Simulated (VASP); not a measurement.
Here is a VASP 6.6.1 calculation.

File INCAR:

```
SYSTEM = Si2Ni
PREC = Accurate
ENCUT = 600
EDIFF = 1E-6
ISMEAR = 0
SIGMA = 0.2
LREAL = .False.
LASPH = .True.
NELM = 60
ALGO = Normal
ISIF = 3
LWAVE = .False.
LCHARG = .False.
GGA = PE
IBRION = 2
NSW = 80
EDIFFG = -0.025
```

The input KPOINTS:

```
regular mesh
0
Gamma
  6 6 4
  0 0 0
```

POSCAR

```
Si2Ni
1.0
    3.6985447287      0.0029665390      0.0350777198
    0.0029665390      3.5651235908     -0.0445327427
    0.0636250567     -0.0807748705      6.5254436090
Si Ni
4 2
Direct
    0.9852768915      0.4462347513      0.2005581438
    0.9716171770      0.5291249593      0.7475567047
    0.5810615705      0.0367747099      0.2379752341
    0.5145797624      0.0162890193      0.7597777601
    0.0139728353     -0.0398772444      0.0279644678
   -0.0665082367      0.0114538046      0.5261676895
```

Potentials or basis: VASP PAW PBE potentials, release 64 (Si, Ni).

Run with:

```bash
$ cat potpaw_PBE.64/Si/POTCAR potpaw_PBE.64/Ni/POTCAR > POTCAR
$ mpirun -np 1 vasp_std > vasp.out
```

(1) Predict the relaxed cell.

(2) Estimate the band gap on the k mesh.

(3) Predict the relaxed volume.

## Answers

(1) a = 3.542 Å, b = 3.541 Å, c = 6.624 Å, α = 90.01°, β = 90.03°, γ = 89.98°.

(2) zero (bands 18 and 19 overlap by 1.83 eV).

(3) 13.85 Å³/atom.
